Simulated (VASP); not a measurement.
A run of VASP 6.6.1 is set up as follows.

The input INCAR:

```
SYSTEM = C
ALGO = Normal ; EDIFF = 1E-6
ENCUT = 1300 ; GGA = CA
GGA_COMPAT = .False. ; ISIF = 2
ISMEAR = 0 ; LASPH = .True.
LCHARG = .True. ; LELF = .True.
LREAL = .False. ; LVHAR = .True.
LWAVE = .False. ; NBANDS = 11
NELM = 120 ; PREC = Accurate
SIGMA = 0.05
```

KPOINTS

```
k-points
0
Gamma
  12 12 12
  0 0 0
```

POSCAR

```
C
1.0
   -0.1882676870      1.6944091832      1.6944091832
    1.6944091832     -0.1882676870      1.6944091832
    1.6944091832      1.6944091832     -0.1882676870
C
2
Direct
    0.5000000000      0.5000000000      0.5000000000
    0.7500000000      0.7500000000      0.7500000000
```

Potentials or basis: VASP PAW LDA potentials, release 64 (C_h).

Command:

```sh
$ cat potpaw_LDA.64/C_h/POTCAR > POTCAR
$ mpirun -np 1 vasp_std > vasp.out
```

(1) Estimate the largest force.

(2) What does it give for the band gap on the k mesh?

(3) What does it give for the pressure?

Answers

(1) 2.278 eV/Å.

(2) 2.47 eV (least direct gap 3.71 eV).

(3) 4.2 GPa.

Caveat: the cell stands under pressure; forces of over 1 eV/Å act on the atoms, so gaps and moduli don't describe the material at rest.
